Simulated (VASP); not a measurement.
# AlN (P6_3mc) in VASP: further runs

Runs on AlN. Level: r2SCAN. Tasks: single point, relaxation of cell and atoms.

Everything below comes from runs of VASP 6.6.1. Logs are shortened: lines on timing, memory, paths and dates and some standing lists are left out, and cuts for length are marked.

## Step 1: The cell of the first run

Symmetry: P6_3mc, No. 186, hexagonal system. Conventional cell: a = 3.129 Å, b = 3.129 Å, c = 5.017 Å, α = 90.00°, β = 90.00°, γ = 120.00°. Al (site symmetry 3m) has 4 N at 1.90 to 1.91 Å within 2.5 Å. Within 2.5 Å of N (site symmetry 3m) lie 4 Al at 1.90 to 1.91 Å.

## Step 2: Single point, r2SCAN

POSCAR reads:

```
AlN
1.0
    3.1285881400      0.0000000000      0.0000000000
   -1.5642940700      2.7094368000      0.0000000000
    0.0000000000      0.0000000000      5.0169550000
Al N
2 2
Direct
    0.6666666700      0.3333333300      0.4992870000
    0.3333333300      0.6666666700      0.9992870000
    0.6666666700      0.3333333300      0.8807130000
    0.3333333300      0.6666666700      0.3807130000
```

INCAR.step1 reads:

```
SYSTEM = AlN
ALGO = Normal
EDIFF = 1E-4
ENCUT = 520
GGA = PE
ISMEAR = 0
LASPH = .True.
LCHARG = .False.
LREAL = .False.
LWAVE = .True.
NBANDS = 16
NELM = 80
PREC = Accurate
SIGMA = 0.1
```

INCAR.step2 reads:

```
SYSTEM = AlN
ALGO = Normal
EDIFF = 1E-6
ENCUT = 520
ISIF = 2
ISMEAR = 0
ISTART = 1
LASPH = .True.
LCHARG = .False.
LMIXTAU = .True.
LREAL = .False.
LWAVE = .False.
METAGGA = R2SCAN
NBANDS = 16
NELM = 80
PREC = Accurate
SIGMA = 0.1
```

KPOINTS reads:

```
k-points
0
Gamma
  6 6 4
  0 0 0
```

Potentials or basis: VASP PAW PBE potentials, release 64 (Al, N).

Run with:

```console
$ cat potpaw_PBE.64/Al/POTCAR potpaw_PBE.64/N/POTCAR > POTCAR
$ cp INCAR.step1 INCAR
$ mpirun -np 1 vasp_std > vasp.out
$ cp INCAR.step2 INCAR
$ mpirun -np 1 vasp_std > vasp.out
```

OUTCAR:

```text
SYSTEM = AlN
   EDIFF = 1E-6
   ENCUT = 520
   ISIF = 2
   ISMEAR = 0
   ISTART = 1
   LASPH = .True.
   LREAL = .False.
   METAGGA = R2SCAN
   NELM = 80
   PREC = Accurate

 ion  position               nearest neighbor table
   1  0.667  0.333  0.499-   4 1.90   4 1.90   4 1.90   3 1.91   2 3.09   2 3.09   2 3.09   2 3.09
                             2 3.09   2 3.09
   2  0.333  0.667  0.999-   3 1.90   3 1.90   3 1.90   4 1.91   1 3.09   1 3.09   1 3.09   1 3.09
                             1 3.09   1 3.09
   3  0.667  0.333  0.881-   2 1.90   2 1.90   2 1.90   1 1.91
   4  0.333  0.667  0.381-   1 1.90   1 1.90   1 1.90   2 1.91

  LATTYP: Found a hexagonal cell.
 ALAT       =     3.1285881400
 C/A-ratio  =     1.6035843567

  Lattice vectors:

 A1 = (   3.1285881400,   0.0000000000,   0.0000000000)
 A2 = (  -1.5642940700,   2.7094368000,   0.0000000000)
 A3 = (   0.0000000000,   0.0000000000,   5.0169550000)

Analysis of symmetry for initial positions (statically):
=====================================================================
 Subroutine PRICEL returns:
 Original cell was already a primitive cell.

 Routine SETGRP: Setting up the symmetry group for a
 hexagonal supercell.

 Subroutine GETGRP returns: Found 12 space group operations
 (whereof  6 operations were pure point group operations)
 out of a pool of 24 trial point group operations.

The static configuration has the point symmetry C_3v.
 The point group associated with its full space group is C_6v.

Analysis of symmetry for dynamics (positions and initial velocities):
=====================================================================
 Subroutine PRICEL returns:
 Original cell was already a primitive cell.

 Routine SETGRP: Setting up the symmetry group for a
 hexagonal supercell.

 Subroutine GETGRP returns: Found 12 space group operations
 (whereof  6 operations were pure point group operations)
 out of a pool of 24 trial point group operations.

The dynamic configuration has the point symmetry C_3v.
 The point group associated with its full space group is C_6v.

 Subroutine INISYM returns: Found 12 space group operations
 (whereof  6 operations are pure point group operations),
 and found     1 'primitive' translations

----------------------------------------------------------------------------------------

                                     Primitive cell

  volume of cell :      42.5273

  direct lattice vectors                    reciprocal lattice vectors
     3.128588140  0.000000000  0.000000000     0.319632996  0.184540197  0.000000000
    -1.564294070  2.709436800  0.000000000     0.000000000  0.369080393  0.000000000
     0.000000000  0.000000000  5.016955000     0.000000000  0.000000000  0.199324092

  length of vectors
     3.128588140  3.128588134  5.016955000     0.369080393  0.369080393  0.199324092

  position of ions in fractional coordinates (direct lattice)
     0.666666670  0.333333330  0.499287000
     0.333333330  0.666666670  0.999287000
     0.666666670  0.333333330  0.880713000
     0.333333330  0.666666670  0.380713000

  ion indices of the primitive-cell ions
   primitive index   ion index
                 1           1
                 2           2
                 3           3
                 4           4

----------------------------------------------------------------------------------------

 KPOINTS: k-points

Automatic generation of k-mesh.
 Grid dimensions read from file:
 generate k-points for:    6    6    4

 Generating k-lattice:

  Cartesian coordinates                     Fractional coordinates (reciprocal lattice)
     0.053272166  0.030756699  0.000000000     0.166666667  0.000000000  0.000000000
     0.000000000  0.061513399  0.000000000     0.000000000  0.166666667  0.000000000
     0.000000000  0.000000000  0.049831023     0.000000000  0.000000000  0.250000000

  Length of vectors
     0.061513399  0.061513399  0.049831023

  Shift w.r.t. Gamma in fractional coordinates (k-lattice)
     0.000000000  0.000000000  0.000000000

 Subroutine IBZKPT returns following result:
 ===========================================

 Found     21 irreducible k-points:

 Following reciprocal coordinates:
            Coordinates               Weight
  0.000000  0.000000  0.000000      1.000000
  0.166667 -0.000000  0.000000      6.000000
  0.333333  0.000000  0.000000      6.000000
  0.500000  0.000000  0.000000      3.000000
  0.166667  0.166667  0.000000      6.000000
  0.333333  0.166667  0.000000     12.000000
[... 13 lines left out ...]
  0.333333  0.166667  0.500000     12.000000
  0.333333  0.333333  0.500000      2.000000
   k-points           NKPTS =     21   k-points in BZ     NKDIM =     21   number of bands    NBANDS=     16
   number of dos      NEDOS =    301   number of ions     NIONS =      4
   total plane-waves  NPLWV =  23040
   dimension x,y,z NGX =    24 NGY =   24 NGZ =   40
   dimension x,y,z NGXF=    48 NGYF=   48 NGZF=   80
   ions per type =               2   2
   NGX,Y,Z   is equivalent  to a cutoff of  12.75, 12.75, 13.25 a.u.
   NGXF,Y,Z  is equivalent  to a cutoff of  25.51, 25.51, 26.51 a.u.
 SYSTEM =  AlN
   PREC   = accura    normal or accurate (medium, high low for compatibility)
   ISTART =      1    job   : 0-new  1-cont  2-samecut
   ICHARG =      0    charge: 1-file 2-atom 10-const
   ISPIN  =      1    spin polarized calculation?
   LNONCOLLINEAR =      F non collinear calculations
   LSORBIT =      F    spin-orbit coupling
   LASPH  =      T    aspherical Exc in radial PAW
   ENCUT  =  520.0 eV  38.22 Ry    6.18 a.u.   5.82  5.82  9.33*2*pi/ulx,y,z
   NELM   =     80;   NELMIN=  2; NELMDL=  0     # of ELM steps
   EDIFF  = 0.1E-05   stopping-criterion for ELM
   LREAL  =      F    real-space projection
   EDIFFG = 0.1E-04   stopping-criterion for IOM
   NSW    =      0    number of steps for IOM
   IBRION =     -1    ionic relax: 0-MD 1-quasi-New 2-CG
   NFREE  =      0    steps in history (QN), initial steepest desc. (CG)
   ISIF   =      2    stress and relaxation
   ISYM   =      2    0-nonsym 1-usesym 2-fastsym
   POTIM  = 0.5000    time-step for ionic-motion
   TEBEG  =    0.0;   TEEND  =   0.0 temperature during run
   PSTRESS=    0.0 pullay stress
   NELECT =      16.0000    total number of electrons
   NUPDOWN=      -1.0000    fix difference up-down
   EMIN   =  10.00;   EMAX   =-10.00  energy-range for DOS
   EFERMI =   0.00;   METHOD = LEGACY
   ISMEAR =     0;   SIGMA  =   0.10  broadening in eV -4-tet -1-fermi 0-gaus
   EFERMI_NEDOS =   21; number of points for ismear=-14 and -15
   IALGO  =     38    algorithm
   IMIX   =      4    mixing-type and parameters
     AMIX     =   0.40;   BMIX     =  1.00
     AMIX_MAG =   1.60;   BMIX_MAG =  1.00
  volume/ion in A,a.u.               =      10.63        71.75
  Fermi-wavevector in a.u.,A,eV,Ry     =   1.181841  2.233355 19.003903  1.396747
  Thomas-Fermi vector in A             =   2.318106
   LORBIT       =      0    0 simple, 1 ext, 2 COOP (PROOUT), +10 PAW based schemes
   METAGGA = R2SCAN    functional components
   LHFCALC =     F    Hartree Fock is set to
   AEXX    =    0.0000 exact exchange contribution
   IVDW    =     0    specifies the selected vdW correction
   LEPSILON=     F    determine dielectric tensor
   LRPA    =     F    only Hartree local field effects (RPA)
 non-spin polarized calculation
 Gauss-broadening in eV      SIGMA  =   0.10
  energy-cutoff  :      520.00
  volume of cell :       42.53
 maximum number of plane-waves:      1170
 NGX is ok and might be reduce to    24
   NGX = 11   NGY = 11   NGZ = 19

 number of electron      15.9999998 magnetization

 Free energy of the ion-electron system (eV)
  ---------------------------------------------------
  ext. energy  EPLUGINS =         0.00000000
  ---------------------------------------------------
  free energy    TOTEN  =       -38.44141179 eV

  energy without entropy =      -38.44141179  energy(sigma->0) =      -38.44141179

 E-fermi :   6.1906     XC(G=0): -11.3181

 val. band max:        5.7082566540   @ k =   0.0000   0.0000   0.0000
 cond. band min:      10.4318841800   @ k =   0.0000   0.0000   0.0000
 fundamental gap:      4.7236275260
 Fermi energy:         6.1906378348

 k-point     1 :       0.0000    0.0000    0.0000
  band No.  band energies     occupation
      1     -10.1364      2.00000
      2      -8.0834      2.00000
      3      -0.2605      2.00000
      4       4.8431      2.00000
      5       4.8431      2.00000
      6       5.4970      2.00000
[... 8 lines left out ...]
     15      19.6258      0.00000
     16      19.6258      0.00000

 k-point     2 :       0.1667   -0.0000    0.0000
  band No.  band energies     occupation
      1      -9.7967      2.00000
      2      -7.9024      2.00000
      3       0.1576      2.00000
      4       3.4416      2.00000
      5       4.2160      2.00000
      6       4.4510      2.00000
[... 8 lines left out ...]
     15      18.8654      0.00000
     16      19.2286      0.00000

 k-point     3 :       0.3333    0.0000    0.0000
  band No.  band energies     occupation
      1      -8.9302      2.00000
      2      -7.5838      2.00000
      3       1.2236      2.00000
      4       1.3093      2.00000
      5       2.3807      2.00000
      6       3.8576      2.00000
[... 8 lines left out ...]
     15      18.6132      0.00000
     16      20.9995      0.00000

 k-point     4 :       0.5000    0.0000    0.0000
  band No.  band energies     occupation
      1      -8.2478      2.00000
      2      -7.5807      2.00000
      3       0.2788      2.00000
      4       1.5419      2.00000
      5       2.3752      2.00000
      6       3.6093      2.00000
[... 8 lines left out ...]
     15      19.4004      0.00000
     16      21.7385      0.00000
[... 267 lines left out ...]
 k-point    19 :       0.1667    0.1667    0.5000
  band No.  band energies     occupation
      1      -8.4943      2.00000
      2      -8.4943      2.00000
      3       1.4940      2.00000
      4       1.4940      2.00000
      5       3.8774      2.00000
      6       3.8774      2.00000
[... 8 lines left out ...]
     15      19.4615      0.00000
     16      19.4615      0.00000

 k-point    20 :       0.3333    0.1667    0.5000
  band No.  band energies     occupation
      1      -7.9098      2.00000
      2      -7.9098      2.00000
      3       0.5734      2.00000
      4       0.5734      2.00000
      5       3.0960      2.00000
      6       3.0960      2.00000
[... 8 lines left out ...]
     15      20.0144      0.00000
     16      20.0144      0.00000

 k-point    21 :       0.3333    0.3333    0.5000
  band No.  band energies     occupation
      1      -7.7007      2.00000
      2      -7.7007      2.00000
      3       0.9034      2.00000
      4       0.9034      2.00000
      5       1.8716      2.00000
      6       1.8716      2.00000
[... 8 lines left out ...]
     15      20.3361      0.00000
     16      20.3361      0.00000

------------------------ aborting loop because EDIFF is reached ----------------------------------------

  FORCE on cell =-STRESS in cart. coord.  units (eV):
  Direction    XX          YY          ZZ          XY          YZ          ZX
  --------------------------------------------------------------------------------------
  -------------------------------------------------------------------------------------
  Total       -1.2846335     -1.2846335     -1.2454822      0.0000000      0.0000000     -0.0000000
  in kB      -48.3974198    -48.3974196    -46.9224295      0.0000000      0.0000000     -0.0000000
  external PRESSURE =     -47.9057563 kB  Pullay stress =       0.0000000 kB

 VOLUME and BASIS-vectors are now :
 -----------------------------------------------------------------------------
  energy-cutoff  :      520.00
  volume of cell :       42.53
      direct lattice vectors                 reciprocal lattice vectors
     3.128588140  0.000000000  0.000000000     0.319632996  0.184540197  0.000000000
    -1.564294070  2.709436800  0.000000000     0.000000000  0.369080393  0.000000000
     0.000000000  0.000000000  5.016955000     0.000000000  0.000000000  0.199324092

 POSITION                                       TOTAL-FORCE (eV/Angst)
 -----------------------------------------------------------------------------------
      1.56429      0.90315      2.50490        -0.000000      0.000000      0.001558
     -0.00000      1.80629      5.01338        -0.000000     -0.000000      0.001558
      1.56429      0.90315      4.41850        -0.000000      0.000000     -0.001558
     -0.00000      1.80629      1.91002         0.000000     -0.000000     -0.001558
 -----------------------------------------------------------------------------------
    total drift:                               -0.000009      0.000005     -0.024490

  FREE ENERGIE OF THE ION-ELECTRON SYSTEM (eV)
  ---------------------------------------------------
  free  energy   TOTEN  =       -38.4414117865 eV

  energy  without entropy=      -38.4414117865  energy(sigma->0) =      -38.44141179
```

Wall time 66 s (1 thread of Intel Xeon 8259CL, shared host); peak memory 0.16 GiB.

What came out:

```
Free energy            : -38.4414 eV
Pressure               : -4.8 GPa
Band gap on the k mesh : 4.72 eV
```

Stress tensor (GPa, compression positive):
```
-4.84  0.00  0.00
 0.00 -4.84  0.00
 0.00  0.00 -4.69
```

Caveat: the cell stands under tension; the PAW data sets were made with another functional, which shifts forces and pressure a little.

## Step 3: Single point, r2SCAN

This run uses another cell than the first one, of 10.40 Å³/atom.

POSCAR reads:

```
AlN
1.0
    3.1065443761      0.0000000000      0.0000000000
   -1.5532721880      2.6903463477      0.0000000000
    0.0000000000      0.0000000000      4.9781602430
Al N
2 2
Direct
    0.6666666667      0.3333333333      0.4991968949
    0.3333333333      0.6666666667      0.9991968949
    0.6666666667      0.3333333333      0.8808031051
    0.3333333333      0.6666666667      0.3808031051
```

INCAR.step1 reads:

```
PREC = Accurate ; ENCUT = 520
ISMEAR = 0 ; SIGMA = 0.02
LREAL = F ; LASPH = T
NELM = 80 ; NBANDS = 16
GGA = PE ; ALGO = Normal
EDIFF = 1E-4 ; LWAVE = T
LCHARG = F
```

INCAR.step2 reads:

```
PREC = Accurate ; ENCUT = 520
EDIFF = 1E-6 ; ISMEAR = 0
SIGMA = 0.02 ; LREAL = F
LASPH = T ; NELM = 80
ALGO = Normal ; ISIF = 2
LWAVE = F ; LCHARG = T
METAGGA = R2SCAN ; LMIXTAU = T
LELF = T ; LVHAR = T
NBANDS = 16 ; ISTART = 1
```

KPOINTS reads:

```
regular mesh
0
Gamma
  9 9 4
```

Potentials or basis: VASP PAW PBE potentials, release 64 (Al, N).

Run with:

```console
$ cat potpaw_PBE.64/Al/POTCAR potpaw_PBE.64/N/POTCAR > POTCAR
$ cp INCAR.step1 INCAR
$ mpirun -np 1 vasp_std > vasp.out
$ cp INCAR.step2 INCAR
$ mpirun -np 1 vasp_std > vasp.out
```

Wall time 2.2 min (1 thread of Intel Xeon 8259CL, shared host); peak memory 0.17 GiB.

The run converged. Its results:

| Quantity | Value |
| --- | --- |
| Free energy | -38.4564 eV |
| Pressure | -0.4 GPa |
| Band gap on the k mesh | 4.92 eV |

Forces on the atoms (eV/Å):
```
Al   0.000  0.000 -0.003
Al   0.000  0.000 -0.003
N    0.000  0.000  0.003
N    0.000  0.000  0.003
```

Levels at points of the mesh, in eV from the valence-band top:
```tsv
k point	band 4	band 5	band 6	band 7	band 8	band 9	band 10	band 11	band 12	band 13
(0.00, 0.00, 0.00)	-0.88	-0.88	-0.22	-0.22	0.00	4.92	7.54	11.62	12.05	12.05
(0.00, 0.00, 0.50)	-3.37	-0.56	-0.56	-0.56	-0.56	7.26	7.26	11.32	11.32	12.36
```

Caveat: the PAW data sets were made with another functional, which shifts forces and pressure a little.

## Step 4: Relaxation of cell and atoms, r2SCAN

POSCAR reads:

```
AlN
1.0
    3.1285881400      0.0000000000      0.0000000000
   -1.5642940700      2.7094368000      0.0000000000
    0.0000000000      0.0000000000      5.0169550000
Al N
2 2
Direct
    0.6666666700      0.3333333300      0.4992870000
    0.3333333300      0.6666666700      0.9992870000
    0.6666666700      0.3333333300      0.8807130000
    0.3333333300      0.6666666700      0.3807130000
```

INCAR.step1 reads:

```
SYSTEM = AlN
PREC = Accurate
ENCUT = 600
ISMEAR = 0
SIGMA = 0.02
LREAL = .False.
LASPH = .True.
NELM = 100
GGA = PE
ALGO = Normal
EDIFF = 1E-4
LWAVE = .True.
LCHARG = .False.
```

INCAR.step2 reads:

```
SYSTEM = AlN
PREC = Accurate
ENCUT = 600
EDIFF = 1E-6
ISMEAR = 0
SIGMA = 0.02
LREAL = .False.
LASPH = .True.
NELM = 100
ALGO = Normal
ISIF = 3
LWAVE = .False.
LCHARG = .False.
METAGGA = R2SCAN
LMIXTAU = .True.
IBRION = 2
NSW = 100
EDIFFG = -0.002
ISTART = 1
```

KPOINTS reads:

```
Automatic mesh
0
Gamma
  9 9 4
  0 0 0
```

Run with:

```console
$ cat potpaw_PBE.64/Al/POTCAR potpaw_PBE.64/N/POTCAR > POTCAR
$ cp INCAR.step1 INCAR
$ mpirun -np 1 vasp_std > vasp.out
$ cp INCAR.step2 INCAR
$ mpirun -np 1 vasp_std > vasp.out
```

It took 11 min on 1 thread of Intel Xeon 8259CL, shared host; peak memory 0.19 GiB.

It converged, with:

```yaml
Free_energy: -38.4563 eV
Relaxed_volume: 10.39 Å³/atom
Relaxed_cell: a = 3.105 Å, b = 3.105 Å, c = 4.976 Å, α = 90.00°, β = 90.00°, γ = 120.00°
Space_group_after_relaxing_to_0.1_Å: P6_3mc (No. 186)
Energy_gained_by_relaxing: 3.6 meV/atom
Ionic_steps: 8
Pressure_after_relaxing: 0.0 GPa
Band_gap_on_the_k_mesh: 4.93 eV
```

The path:
```csv
step,energy change (eV),largest force (eV/Å),pressure (GPa),volume (Å³)
1,0.0000,0.0026,-4.71,42.53
2,-0.0001,0.0121,4.97,40.63
3,-0.0145,0.0050,-0.07,41.57
4,-0.0145,0.0051,0.02,41.55
5,-0.0145,0.0081,0.03,41.55
6,-0.0145,0.0090,0.03,41.54
7,-0.0145,0.0042,-0.02,41.55
8,-0.0145,0.0008,-0.01,41.55
```

Final structure:
```xyz
4
Lattice="3.1052 0.0000 0.0000 -1.5526 2.6892 0.0000 0.0000 0.0000 4.9758" Properties=species:S:1:pos:R:3 pbc="T T T"
Al    1.5526    0.8964    2.4838
Al    0.0000    1.7928    4.9717
N     1.5526    0.8964    4.3828
N     0.0000    1.7928    1.8949
```

Levels at points of the mesh, in eV from the valence-band top:
| k point | band 5 | band 6 | band 7 | band 8 | band 9 | band 10 | band 11 | band 12 |
| --- | --- | --- | --- | --- | --- | --- | --- | --- |
| (0.00, 0.00, 0.00) | -0.89 | -0.23 | -0.23 | 0.00 | 4.93 | 7.55 | 11.63 | 12.05 |
| (0.00, 0.00, 0.50) | -0.57 | -0.57 | -0.57 | -0.57 | 7.27 | 7.27 | 11.33 | 11.33 |

Caveat: the PAW data sets were made with another functional, which shifts forces and pressure a little.

## Step 5: Overview

| task | cell | k mesh | cutoff (eV) | smearing | gap on the mesh (eV) | pressure (GPa) |
| --- | --- | --- | --- | --- | --- | --- |
| single point | a = 3.129, b = 3.129, c = 5.017 Å, angles 90.0, 90.0, 120.0°, 4 atoms | 6 × 6 × 4 | 520 | gaussian 0.1 eV | 4.72 | -4.8 |
| single point | a = 3.107, b = 3.107, c = 4.978 Å, angles 90.0, 90.0, 120.0°, 4 atoms | 9 × 9 × 4 | 520 | gaussian 0.02 eV | 4.92 | -0.4 |
| relaxation of cell and atoms | relaxed from a = 3.129, b = 3.129, c = 5.017 Å, angles 90.0, 90.0, 120.0°, 4 atoms | 9 × 9 × 4 | 600 | gaussian 0.02 eV | 4.93 | 0.0 |

Alike in all rows: level r2SCAN; potentials or basis VASP PAW PBE potentials, release 64 (Al, N); no spin polarisation.

Caveats: the PAW data sets were made with another functional, which shifts forces and pressure a little; the cell stands under tension (at least some runs).

Absolute energies hang on the potentials; compare differences alone.
